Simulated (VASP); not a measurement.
Input of a VASP 6.6.1 run:

INCAR

```
SYSTEM = Si
PREC = Accurate
ENCUT = 520
EDIFF = 1E-7
ISMEAR = -1
SIGMA = 0.05
LREAL = .FALSE.
LASPH = .TRUE.
NELM = 80
ALGO = Normal
ISIF = 2
LWAVE = .FALSE.
LCHARG = .FALSE.
GGA = PS
NBANDS = 16
```

The input KPOINTS:

```
Automatic mesh
0
G
  8 8 4
  0 0 0
```

POSCAR

```
Si
1.0
    3.8246740885      0.0000000000      0.0000000000
   -1.9123370443      3.3122649218      0.0000000000
    0.0000000000      0.0000000000      6.3220411114
Si
4
Direct
    0.6666666667      0.3333333333      0.9370221690
    0.3333333333      0.6666666667      0.4370221690
    0.6666666667      0.3333333333      0.5629778310
    0.3333333333      0.6666666667      0.0629778310
```

Potentials or basis: VASP PAW PBE potentials, release 64 (Si).

Launch:

```sh
$ cat potpaw_PBE.64/Si/POTCAR > POTCAR
$ mpirun -np 1 vasp_std > vasp.out
```

Question: Predict the pressure.

Answer: 0.2 GPa.

Question: Estimate the band gap on the k mesh.

Answer: 0.29 eV, indirect (least direct gap 0.97 eV).

Caveat: the PAW data sets were made with another functional, which shifts forces and pressure a little. A k mesh can miss the band edges.
